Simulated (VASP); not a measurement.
Al3Ga13N16, 64 atoms in the cell. The typed cell holds 64 atoms: a = 8.950 Å, b = 8.950 Å, c = 8.950 Å, α = 90.00°, β = 90.00°, γ = 90.00°. 

```yaml
Program: VASP 6.6.1
Task: single point
Functional: PBEsol
Potentials_or_basis: VASP PAW PBE potentials, release 64 (Ga_d, Al, N)
Cutoff: 700 eV
k_mesh: 1 × 1 × 1, shifted
Occupations: fermi-dirac, width 0.05 eV
Spin: no spin polarisation
Dipole_correction: no
Further_INCAR_settings: LREAL = Auto; ALGO = Normal; EDIFF = 1e-06; NBANDS = 296; ISYM = -1
```

Potentials or basis: VASP PAW PBE potentials, release 64 (Ga_d, Al, N).

Run with:

```bash
$ cat potpaw_PBE.64/Ga_d/POTCAR potpaw_PBE.64/Al/POTCAR potpaw_PBE.64/N/POTCAR > POTCAR
$ mpirun -np 1 vasp_std > vasp.out
```

Hardware: 1 thread of Intel Xeon 8259CL, with other jobs on the host.

Q: Estimate the wall time of this run.

A: Wall time 29 min on 1 thread of Intel Xeon 8259CL (shared host), peak memory 1.1 GiB. Counts: scf iterations 19, k points 1.
